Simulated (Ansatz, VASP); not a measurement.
Given: the input of a run of Ansatz 0.2.0 on GaN.

input.yaml

```yaml
crystal:
  lattice:
    - [0.0, 2.283155332, 2.283155332]
    - [2.283155332, 0.0, 2.283155332]
    - [2.283155332, 2.283155332, 0.0]
  atoms:
    - { symbol: Ga, position: [0.0, 0.0, 0.0] }
    - { symbol: "N", position: [0.25, 0.25, 0.25] }
hamiltonian:
  xc: r2scan
  pseudopotentials: { kind: paw }
  dispersion: d4
kpoints:
  mp_grid: { grid: [10, 10, 10] }
scf:
  occupations: { method: fermi_dirac, width: 0.05 }
output:
  forces: true
  stress: true
  eigenvalues: true
```

Potentials or basis: Ansatz PAW.

The run is started by

```bash
$ ansatz run input.yaml --threads 2 --pin off --max-ram 5120MiB --backend cpu --events-out ev --progress --plain --runs-dir out
```

**Question.** Translate it to VASP 6.6.1. Potentials there: VASP PAW PBE potentials, release 64 (Ga_d, N).

**Answer.** As run (the cutoff follows the program's own potentials):

Contents of POSCAR:

```
GaN
1.0
    0.0000000000      2.2831553320      2.2831553320
    2.2831553320      0.0000000000      2.2831553320
    2.2831553320      2.2831553320      0.0000000000
Ga N
1 1
Direct
    0.0000000000      0.0000000000      0.0000000000
    0.2500000000      0.2500000000      0.2500000000
```

The input INCAR.step1:

```
SYSTEM = GaN
ALGO     = Normal         ! electronic algorithm
EDIFF    = 1E-4           ! SCF threshold, eV
ENCUT    = 520            ! plane-wave cutoff, eV
GGA      = PE             ! functional
ISMEAR   = -1             ! smearing method
LASPH    = .True.         ! aspherical terms in the spheres
LCHARG   = .False.        ! write CHGCAR
LREAL    = .False.        ! projectors in reciprocal space
LWAVE    = .True.         ! write WAVECAR
NBANDS   = 16             ! bands
NELM     = 80             ! most SCF steps
PREC     = Accurate       ! precision mode
SIGMA    = 0.05           ! smearing width, eV
```

The input INCAR.step2:

```
SYSTEM = GaN
ALGO     = Normal         ! electronic algorithm
EDIFF    = 1E-6           ! SCF threshold, eV
ENCUT    = 520            ! plane-wave cutoff, eV
ISIF     = 2              ! what is computed and relaxed
ISMEAR   = -1             ! smearing method
ISTART   = 1            
IVDW     = 13             ! dispersion correction
LASPH    = .True.         ! aspherical terms in the spheres
LCHARG   = .False.        ! write CHGCAR
LMIXTAU  = .True.       
LREAL    = .False.        ! projectors in reciprocal space
LWAVE    = .False.        ! write WAVECAR
METAGGA  = R2SCAN         ! meta-GGA
NBANDS   = 16             ! bands
NELM     = 80             ! most SCF steps
PREC     = Accurate       ! precision mode
SIGMA    = 0.05           ! smearing width, eV
VDW_A1   = 0.51559235   
VDW_A2   = 5.77342911   
VDW_S6   = 1.0          
VDW_S8   = 0.6018749
```

KPOINTS

```
k-points
0
Gamma
  10 10 10
  0 0 0
```

Potentials or basis: VASP PAW PBE potentials, release 64 (Ga_d, N).

Run with:

```console
$ cat potpaw_PBE.64/Ga_d/POTCAR potpaw_PBE.64/N/POTCAR > POTCAR
$ cp INCAR.step1 INCAR
$ mpirun -np 1 vasp_std > vasp.out
$ cp INCAR.step2 INCAR
$ mpirun -np 1 vasp_std > vasp.out
```

Both were run:

|  | VASP | Ansatz | Ansatz less VASP |
| --- | --- | --- | --- |
| gap on the k mesh at the Fermi level (eV) | 1.86 | 1.86 | +0.006 |
| least direct gap on the mesh (eV) | 1.86 | 1.86 | +0.006 |
| pressure (GPa) | -8.8 | -9.9 | -1.04 |

VASP's potentials were made for PBE, not for r2SCAN.
